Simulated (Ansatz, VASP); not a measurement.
Two plane-wave programs on BaTe

```
CELL_PARAMETERS angstrom
0.00000 3.42294 3.42294
3.42294 0.00000 3.42294
3.42294 3.42294 0.00000
ATOMIC_POSITIONS crystal
Ba 0.00000 0.00000 0.00000
Te 0.50000 0.50000 0.50000
```

Alike in both runs: task single point; functional PBE; k mesh 8 × 8 × 8; occupations gaussian, width 0.02 eV; no spin polarisation.

```csv
,VASP,Ansatz
version,VASP 6.6.1,Ansatz 0.2.0
potentials or method,"VASP PAW PBE potentials, release 64 (Ba_sv, Te), cutoff 520 eV","scalar-relativistic, plane waves, PAW"
valence electrons in the cell,16,26
```

|  | VASP | Ansatz | Ansatz less VASP |
| --- | --- | --- | --- |
| gap on the k mesh at the Fermi level (eV) | 1.36 | 1.46 | +0.097 |
| least direct gap on the mesh (eV) | 1.74 | 1.80 | +0.060 |
| pressure (GPa) | 3.7 | 3.3 | -0.42 |

With one functional, cell and mesh, what is left measures potentials, basis and numerics. VASP's potentials hold 16 valence electrons a cell and Ansatz's 26, so a difference there can come from the potentials and not from the codes.

Spin-orbit coupling is off throughout.
